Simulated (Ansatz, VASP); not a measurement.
## CsO in VASP and in Ansatz

```
Cs O
1.0
    -2.16685    3.21868    3.77883
     2.16685   -3.21868    3.77883
     2.16685    3.21868   -3.77883
Cs O
2 2
Direct
  0.25356 0.25356 0.00000
  0.74644 0.74644 0.00000
  0.61720 0.00000 0.61720
  0.38280 0.00000 0.38280
```

Alike in both runs: task electric field gradients; functional LDA; k mesh 7 × 7 × 7; occupations fermi-dirac, width 0.01 eV; no spin polarisation.

|  | VASP | Ansatz |
| --- | --- | --- |
| version | VASP 6.6.1 | Ansatz 0.2.0 |
| potentials or method | VASP PAW LDA potentials, release 64 (Cs_sv, O_h) | PAW with Ansatz's default frozen-core files, scalar-relativistic |
| plane-wave cutoff (eV) | 1000 | 420 |
| valence electrons in the cell | 30 | 30 |

```tsv
	VASP	Ansatz	Ansatz less VASP
gap on the k mesh at the Fermi level (eV)	1.56	1.56	+0.002
rms of the force components (eV/Å)	0.289	0.330	+0.0413
size of Vzz on the site where it differs most (V/Å²)	284.4	279.0	-5.47
```

LDA's correlation is that of Perdew and Zunger in VASP and of Perdew and Wang (1992) in Ansatz. Atom by atom the forces differ by 0.041 eV/Å (rms over components).

Spin-orbit coupling is off throughout.
